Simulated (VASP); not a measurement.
Wanted: the native input for a VASP 6.6.1 run.

| Item | Value |
| --- | --- |
| Task | single point |
| Functional | PBE |
| Potentials or basis | VASP PAW PBE potentials, release 64 (Ba_sv, O, Ca_sv) |
| Cutoff | 520 eV |
| k mesh | 1 × 1 × 1 |
| Occupations | fermi-dirac, width 0.05 eV |
| Spin | no spin polarisation |
| Dipole correction | no |
| Further INCAR settings | ALGO = Normal; EDIFF = 1e-06; NBANDS = 69; ISYM = 0 |

The structure of Ba3Ca4O7 lies in POSCAR:

```
Ba3Ca4O7
1.0
    6.1422690000      0.0463550000      0.2046950000
    0.0463550000      6.1618090000      0.0560510000
    0.2046950000      0.0560510000      6.1205050000
Ba O Ca
3 7 4
Direct
    0.8802508268      0.9106699429      0.8079021414
    0.2528491023      0.3804086105      0.6231464185
    0.2411780418      0.8767875790      0.3236087937
    0.1451517872      0.1738421323      0.9485196286
    0.9824444288      0.6486451425      0.4681506393
    0.6116448916      0.6581328527      0.1306714633
    0.0080773208      0.1643479870      0.4453385372
    0.4933191897      0.9776660808      0.5918812038
    0.6246344494      0.1403400961      0.0852474181
    0.1517147557      0.6484303893     -0.0246016340
    0.3631563832      0.4061727853      0.1091998640
    0.8781407298      0.3886473769      0.1929293268
    0.7390854500      0.8857803777      0.3376780230
    0.4005778795      0.9103597724      0.9076586222
```

These files were run (other wordings do the same):

INCAR

```
PREC = Accurate
ENCUT = 520
EDIFF = 1E-6
ISMEAR = -1
SIGMA = 0.05
LREAL = False
LASPH = True
NELM = 60
ALGO = Normal
ISIF = 2
LWAVE = False
LCHARG = False
GGA = PE
ISYM = 0
NBANDS = 69
```

KPOINTS

```
Automatic mesh
0
Gamma
  1 1 1
```

Potentials or basis: VASP PAW PBE potentials, release 64 (Ba_sv, O, Ca_sv).

Launch:

```bash
$ cat potpaw_PBE.64/Ba_sv/POTCAR potpaw_PBE.64/O/POTCAR potpaw_PBE.64/Ca_sv/POTCAR > POTCAR
$ mpirun -np 1 vasp_gam > vasp.out
```

It gave:

* Pressure: 18.0 GPa
* Largest force: 1.832 eV/Å
* Band gap on the k mesh: 3.00 eV

Caveat: the k points lie up to 1.03 Å⁻¹ apart; spin-orbit coupling is left out, which moves the levels of the heavy elements.

It took 61 s on 1 thread of Intel Xeon 8259CL, with other jobs on the host, peak memory 0.31 GiB.
